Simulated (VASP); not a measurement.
A run of VASP 6.6.1 is set up as follows.

INCAR

```
SYSTEM = W8C9
PREC = Accurate
ENCUT = 520
EDIFF = 1E-6
ISMEAR = -1
SIGMA = 0.15
LREAL = Auto
LASPH = .TRUE.
NELM = 100
ALGO = Normal
ISIF = 2
LWAVE = .FALSE.
LCHARG = .FALSE.
GGA = PE
NBANDS = 88
```

Contents of KPOINTS:

```
regular mesh
0
G
  3 3 1
  0 0 0
```

The input POSCAR:

```
W8C9
1.0
    5.7490600000      0.0000000000      0.0000000000
    0.0000000000      5.6331800000      0.0000000000
    0.0000000000      0.0000000000     15.1490270000
W C
8 9
Direct
    0.0000000000      0.0000000000      0.0660108402
    0.2296549349     -0.0094795480      0.2355794864
    0.0000000000      0.5000017752      0.0660108402
    0.2463707110      0.4842202806      0.2325495888
    0.4999947818      0.0000000000      0.0660108402
    0.7436172174     -0.0150181603      0.2317376555
    0.4999947818      0.5000017752      0.0660108402
    0.7481396959      0.4763206572      0.2344440999
    0.0036527711      0.2462374716      0.1718988289
    0.2536240707      0.2149230097      0.3327276399
    0.0035484062      0.7422450552      0.1755756327
    0.5278776009      0.8525912540      0.3489795087
    0.5070220175      0.2264617854      0.1634296381
    0.6833291008      0.2419770006      0.3355264995
    0.4812612845      0.7282032529      0.1764931834
    0.6830334002      0.6892731992      0.3356783244
    0.4893843515      0.1175002397      0.3616931965
```

Potentials or basis: VASP PAW PBE potentials, release 64 (W_sv, C).

Command:

```console
$ cat potpaw_PBE.64/W_sv/POTCAR potpaw_PBE.64/C/POTCAR > POTCAR
$ mpirun -np 1 vasp_std > vasp.out
```

**Question.** Estimate the band gap on the k mesh.

**Answer.** Zero (band 74 reaches 1.14 eV, above the bottom of band 75 at 0.85 eV).

**Question.** What does it give for the largest force?

**Answer.** 3.373 eV/Å.

Forces in eV/Å, atoms in the order of the input:
```
W    0.055 -0.349  0.235
W    2.353 -1.426 -1.951
W    0.035 -0.056  0.578
W    0.161  0.264  0.287
W   -0.230 -1.834 -1.348
W   -0.426 -0.278  0.241
W   -0.122 -0.292  0.110
W   -0.411  0.440 -0.487
C   -0.170 -0.607 -0.230
C    1.584  0.835  1.436
C   -0.711 -0.456 -0.243
C   -1.429  2.105  1.457
C   -0.776  1.618  2.425
C    1.044 -0.134 -1.427
C    1.104  0.679 -0.733
C    0.019  0.603  0.130
C   -2.080 -1.113 -0.479
```

Caveat: the k points lie up to 0.37 Å⁻¹ apart; spin-orbit coupling is left out, which moves the levels of the heavy elements.
